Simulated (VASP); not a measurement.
Runs of VASP 6.6.1 on Na. The structure is that of space group Im-3m (No. 229), or close to it. The cells are those of the table. 

```csv
task,level,spin,cell,k mesh,cutoff (eV),smearing,grid for exact exchange (PRECFOCK),share of exact exchange,screening parameter,gap on the mesh (eV),pressure (GPa)
single point,"b88 exchange, pbe correlation",collinear,"a = 3.633 Å, angles 109.5°, 1 atom",9 × 9 × 9,500,fermi-dirac 0.05 eV,-,-,-,none,0.3
single point,HSE06,off,"a = 3.708 Å, angles 109.5°, 1 atom",6 × 6 × 6,520,methfessel-paxton 0.1 eV,Normal,0.25,0.2079 1/Å,none,-0.2
relaxation of cell and atoms,PBEsol,off,"relaxed to 5 GPa from a = 3.708 Å, angles 109.5°, 1 atom",9 × 9 × 9,600,fermi-dirac 0.05 eV,-,-,-,none,5.0
single point,r2SCAN,off,"a = 3.658 Å, angles 109.5°, 1 atom",9 × 9 × 9,550,tetrahedron,-,-,-,none,(a)
relaxation of cell and atoms,PBEsol,off,"relaxed from a = 3.708 Å, angles 109.5°, 1 atom",9 × 9 × 9,600,fermi-dirac 0.05 eV,-,-,-,none,0.0
```

Alike in all rows: potentials or basis VASP PAW PBE potentials, release 64 (Na_pv).

**Question.** Fill in the values left out.

**Answer.** (a) 0.1.

Caveats: the PAW data sets were made with another functional, which shifts forces and pressure a little; the cell is relaxed towards a set pressure, so the run minimises the enthalpy, not the energy (at least some runs); tetrahedron occupations give inexact forces and stress in metals (at least some runs).

A gap of «none» marks levels without a gap at the run's occupations.
